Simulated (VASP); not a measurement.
**TaN: single point with PBEsol**

The system is TaN.

```
CELL_PARAMETERS angstrom
0.00000 2.15503 2.12221
2.15503 0.00000 2.12221
2.15503 2.15503 0.00000
ATOMIC_POSITIONS crystal
Ta 0.50000 0.50000 0.50000
N 0.00000 0.00000 0.00000
```

This cell differs from its parent crystal: strain -0.015 along x and y, -0.030 along z.

```json
{"Program": "VASP 6.6.1", "Task": "single point", "Functional": "PBEsol", "Potentials or basis": "VASP PAW PBE potentials, release 64 (Ta_pv, N)", "Cutoff": "520 eV", "k mesh": "24 × 24 × 24", "Occupations": "gaussian, width 0.15 eV", "Spin": "no spin polarisation"}
```

```yaml
Pressure: 26.4 GPa
Band_gap_on_the_k_mesh: zero (bands 8 and 9 overlap by 4.49 eV)
```

Stress tensor (GPa, compression positive):
```
21.95  0.00  0.00
 0.00 21.95  0.00
 0.00  0.00 35.24
```

Levels at points of the mesh, in eV from the Fermi level:
```csv
k point,band 6,band 7,band 8,band 9,band 10,band 11
"(0.00, 0.00, 0.00)",-4.04,-3.95,-2.42,-2.42,-2.22,-0.08
"(0.50, 0.00, 0.00)",-8.16,-8.15,2.08,2.22,2.28,4.06
"(0.50, 0.50, 0.00)",-6.07,-4.84,-4.84,2.36,4.01,4.01
"(0.50, 0.00, 0.50)",-6.04,-4.80,-4.70,2.32,3.90,4.12
```

Wall time 6.9 min on 1 thread of Intel Xeon 8259CL, on a shared host, peak memory 0.42 GiB.

Caveat: the cell differs from its parent crystal (strain -0.015 along x and y, -0.030 along z); the stress differs along the axes, from 22 to 35 GPa; the PAW data sets were made with another functional, which shifts forces and pressure a little; spin-orbit coupling is left out, which moves the levels of the heavy elements.
